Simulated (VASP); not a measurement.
Set up this calculation in VASP 6.6.1, as the native input.

```
Task                   : single point
Functional             : PBE
Potentials or basis    : VASP PAW PBE potentials, release 64 (B, As_d)
Cutoff                 : 560 eV
k mesh                 : 8 × 8 × 8
Occupations            : gaussian, width 0.01 eV
Spin                   : no spin polarisation
Dipole correction      : no
Further INCAR settings : ALGO = Normal; EDIFF = 1e-06; NBANDS = 16
```

The structure of BAs lies in POSCAR:

```
BAs
1.0
    0.0000000000      2.4515620767      2.4515620767
    2.4515620767      0.0000000000      2.4515620767
    2.4515620767      2.4515620767      0.0000000000
B As
1 1
Direct
    0.0000000000      0.0000000000      0.0000000000
    0.2500000000      0.2500000000      0.2500000000
```

The input as run:

INCAR

```
  PREC = Accurate
  ENCUT = 560
  EDIFF = 1E-6
  ISMEAR = 0
  SIGMA = 0.01
  LREAL = False
  LASPH = True
  NELM = 120
  ALGO = Normal
  ISIF = 2
  LWAVE = False
  LCHARG = False
  GGA = PE
  NBANDS = 16
  GGA_COMPAT = False
```

KPOINTS

```
Automatic mesh
0
Gamma
  8 8 8
```

Potentials or basis: VASP PAW PBE potentials, release 64 (B, As_d).

Command:

```sh
$ cat potpaw_PBE.64/B/POTCAR potpaw_PBE.64/As_d/POTCAR > POTCAR
$ mpirun -np 1 vasp_std > vasp.out
```

It gave:

```yaml
Pressure: -7.0 GPa
Band_gap_on_the_k_mesh: 1.27 eV (least direct gap 3.19 eV)
```

Caveat: the cell stands under tension.

Run time: 9.2 s on 1 thread of Intel(R) Xeon(R) Platinum 8488C (Sapphire Rapids) (shared host), peak memory 0.15 GiB.
